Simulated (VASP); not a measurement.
Write the native input for VASP 6.6.1 that does the following.

- Task: single point
- Functional: HSE06
- Potentials or basis: VASP PAW PBE potentials, release 64 (B, As)
- Cutoff: 520 eV
- k mesh: 6 × 6 × 6
- Occupations: gaussian, width 0.01 eV
- Spin: no spin polarisation
- Dipole correction: no
- Grid for exact exchange (PRECFOCK): Normal
- Further INCAR settings: ALGO = Normal; EDIFF = 1e-07; NBANDS = 11
- Screening parameter: 0.2079 1/Å

BAs:

```
B As
1.0
     0.00000    2.39187    2.39187
     2.39187    0.00000    2.39187
     2.39187    2.39187    0.00000
B As
1 1
Direct
  0.00000 0.00000 0.00000
  0.25000 0.25000 0.25000
```

One way to write it, as run:

POSCAR

```
BAs
1.0
    0.0000000000      2.3918676044      2.3918676044
    2.3918676044      0.0000000000      2.3918676044
    2.3918676044      2.3918676044      0.0000000000
B As
1 1
Direct
    0.0000000000      0.0000000000      0.0000000000
    0.2500000000      0.2500000000      0.2500000000
```

INCAR.step1

```
  ALGO = Normal
  EDIFF = 1E-5
  ENCUT = 520
  GGA = PE
  ISIF = 2
  ISMEAR = 0
  LASPH = True
  LREAL = False
  LWAVE = True
  NBANDS = 11
  NELM = 80
  PREC = Accurate
  SIGMA = 0.01
```

INCAR.step2

```
  ALGO = Normal
  EDIFF = 1E-7
  ENCUT = 520
  GGA = PE
  HFSCREEN = 0.2079
  ISIF = 2
  ISMEAR = 0
  ISTART = 1
  LASPH = True
  LCHARG = True
  LELF = True
  LHFCALC = True
  LREAL = False
  LVHAR = True
  LWAVE = False
  NBANDS = 11
  NELM = 80
  PREC = Accurate
  PRECFOCK = Normal
  SIGMA = 0.01
```

KPOINTS

```
k-points
0
Gamma
  6 6 6
```

Potentials or basis: VASP PAW PBE potentials, release 64 (B, As).

The run is started by

```console
$ cat potpaw_PBE.64/B/POTCAR potpaw_PBE.64/As/POTCAR > POTCAR
$ cp INCAR.step1 INCAR
$ mpirun -np 1 vasp_std > vasp.out
$ cp INCAR.step2 INCAR
$ mpirun -np 1 vasp_std > vasp.out
```

It gave:

| Property | Result |
| --- | --- |
| Pressure | -1.2 GPa |
| Band gap on the k mesh | 1.95 eV, indirect (least direct gap 4.11 eV) |

Caveat: the PAW data sets were made with another functional, which shifts forces and pressure a little.

It took 19 min on 1 thread of AMD EPYC 7R43 64-Core Processor (Zen 3), on a shared host, peak memory 0.23 GiB.
